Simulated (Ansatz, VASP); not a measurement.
**Two plane-wave programs on Sn3Te**

Contents of INCAR:

```
PREC     = Accurate       # precision mode
ENCUT    = 520            # plane-wave cutoff, eV
EDIFF    = 1E-7           # SCF threshold, eV
ISMEAR   = -1             # smearing method
SIGMA    = 0.05           # smearing width, eV
LREAL    = False          # projectors in reciprocal space
LASPH    = True           # aspherical terms in the spheres
NELM     = 100            # most SCF steps
ALGO     = Fast           # electronic algorithm
ISIF     = 2              # what is computed and relaxed
LWAVE    = False          # write WAVECAR
LCHARG   = False          # write CHGCAR
GGA      = PE             # functional
NBANDS   = 32             # bands
```

Contents of KPOINTS:

```
Automatic mesh
0
Gamma
  8 8 8
```

The input POSCAR:

```
Sn3Te
1.0
   -2.3460312216      2.3460312216      5.6246880172
    2.3460312216     -2.3460312216      5.6246880172
    2.3460312216      2.3460312216     -5.6246880172
Te Sn
1 3
Direct
    0.0000000000      0.0000000000      0.0000000000
    0.5000000000      0.5000000000      0.0000000000
    0.2500000000      0.7500000000      0.5000000000
    0.7500000000      0.2500000000      0.5000000000
```

Contents of input.yaml:

```yaml
crystal:
  lattice:
    - [-2.3460312216, 2.3460312216, 5.6246880172]
    - [2.3460312216, -2.3460312216, 5.6246880172]
    - [2.3460312216, 2.3460312216, -5.6246880172]
  atoms:
    - { symbol: Te, position: [0.0, 0.0, 0.0] }
    - { symbol: Sn, position: [0.5, 0.5, 0.0] }
    - { symbol: Sn, position: [0.25, 0.75, 0.5] }
    - { symbol: Sn, position: [0.75, 0.25, 0.5] }
hamiltonian:
  xc: pbe
  pseudopotentials: { kind: paw }
kpoints:
  mp_grid: { grid: [8, 8, 8] }
scf:
  occupations: { method: fermi_dirac, width: 0.05 }
output:
  forces: true
  stress: true
  eigenvalues: true
```

Alike in both runs: task single point; functional PBE; k mesh 8 × 8 × 8; occupations fermi-dirac, width 0.05 eV; no spin polarisation.

```csv
,VASP,Ansatz
version,VASP 6.6.1,Ansatz 0.2.0
potentials or method,"VASP PAW PBE potentials, release 64 (Te, Sn_d)",Ansatz PAW
plane-wave cutoff (eV),520,420
valence electrons in the cell,48,58
```

```tsv
	VASP	Ansatz	Ansatz less VASP
gap on the k mesh at the Fermi level (eV)	none	none	-
pressure (GPa)	-2.6	-2.6	+0.04
traceless stress, the component that is largest in VASP (GPa)	0.20	0.20	+0.003
```

A gap of «none» marks a metal or a gap that the smearing closes. With one functional, cell and mesh, what is left measures potentials, basis and numerics. VASP's potentials hold 48 valence electrons a cell and Ansatz's 58, so a difference there can come from the potentials and not from the codes.

Neither program's run includes spin-orbit coupling.
